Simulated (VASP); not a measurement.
Here is a VASP 6.6.1 calculation.

Contents of POSCAR:

```
AgCl
1.0
    2.7393916592      2.7393916592      0.0000000000
   -2.7393916592      2.7393916592      0.0000000000
    0.0000000000      2.7393916592      2.7393916592
Ag Cl
1 1
Direct
    0.0000000000      0.0000000000      0.0000000000
    0.5000000000      0.5000000000      0.0000000000
```

File INCAR.step1:

```
SYSTEM = AgCl
PREC = Accurate ; ENCUT = 520
ISMEAR = 0 ; SIGMA = 0.01
LREAL = .FALSE. ; LASPH = .TRUE.
NELM = 80 ; NBANDS = 16
GGA = PE ; ALGO = Normal
EDIFF = 1E-4 ; LWAVE = .TRUE.
LCHARG = .FALSE.
```

The input INCAR.step2:

```
SYSTEM = AgCl
PREC = Accurate ; ENCUT = 520
EDIFF = 1E-7 ; ISMEAR = 0
SIGMA = 0.01 ; LREAL = .FALSE.
LASPH = .TRUE. ; NELM = 80
ALGO = Normal ; ISIF = 2
LWAVE = .FALSE. ; LCHARG = .TRUE.
METAGGA = R2SCAN ; LMIXTAU = .TRUE.
LELF = .TRUE. ; LVHAR = .TRUE.
NBANDS = 16 ; ISTART = 1
```

Contents of KPOINTS:

```
regular mesh
0
G
  8 8 8
  0 0 0
```

Potentials or basis: VASP PAW PBE potentials, release 64 (Ag, Cl).

Launch:

```sh
$ cat potpaw_PBE.64/Ag/POTCAR potpaw_PBE.64/Cl/POTCAR > POTCAR
$ cp INCAR.step1 INCAR
$ mpirun -np 1 vasp_std > vasp.out
$ cp INCAR.step2 INCAR
$ mpirun -np 1 vasp_std > vasp.out
```

What does it give for the pressure?

1.9 GPa.

Estimate the band gap on the k mesh.

1.42 eV (least direct gap 3.83 eV).

Caveat: the PAW data sets were made with another functional, which shifts forces and pressure a little. A k mesh can miss the band edges.
